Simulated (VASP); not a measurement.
A run of VASP 6.6.1:

The input INCAR:

```
SYSTEM = Na5H
ALGO     = Normal         ! electronic algorithm
EDIFF    = 1E-7           ! SCF threshold, eV
ENCUT    = 520            ! plane-wave cutoff, eV
GGA      = PE             ! functional
ISIF     = 2              ! what is computed and relaxed
ISMEAR   = 0              ! smearing method
LASPH    = .True.         ! aspherical terms in the spheres
LCHARG   = .False.        ! write CHGCAR
LREAL    = .False.        ! projectors in reciprocal space
LWAVE    = .False.        ! write WAVECAR
NBANDS   = 27             ! bands
NELM     = 80             ! most SCF steps
PREC     = Accurate       ! precision mode
SIGMA    = 0.1            ! smearing width, eV
```

The input KPOINTS:

```
k-points
0
Gamma
  3 3 4
  0 0 0
```

POSCAR

```
Na5H
1.0
    5.7652214800      0.0000000000      0.0000000000
   -2.8826107400      4.9928282600      0.0000000000
    0.0000000000      0.0000000000      5.1009950700
Na H
5 1
Direct
    0.0000000000      0.6075096100      0.0000000000
    0.6075096100      0.0000000000      0.0000000000
    0.3924903900      0.3924903900      0.0000000000
    0.6666666700      0.3333333300      0.5000000000
    0.3333333300      0.6666666700      0.5000000000
    0.0000000000      0.0000000000      0.5000000000
```

Potentials or basis: VASP PAW PBE potentials, release 64 (Na_pv, H).

The run is started by

```console
$ cat potpaw_PBE.64/Na_pv/POTCAR potpaw_PBE.64/H/POTCAR > POTCAR
$ mpirun -np 1 vasp_std > vasp.out
```

Hardware: 1 thread of Intel(R) Xeon(R) Platinum 8559C (Emerald Rapids), with other jobs on the host.

Problem. Estimate the wall time of this run.

Solution. Wall time 20 s on 1 thread of Intel(R) Xeon(R) Platinum 8559C (Emerald Rapids), with other jobs on the host, peak memory 0.28 GiB. Counts: scf iterations 15, k points 9.
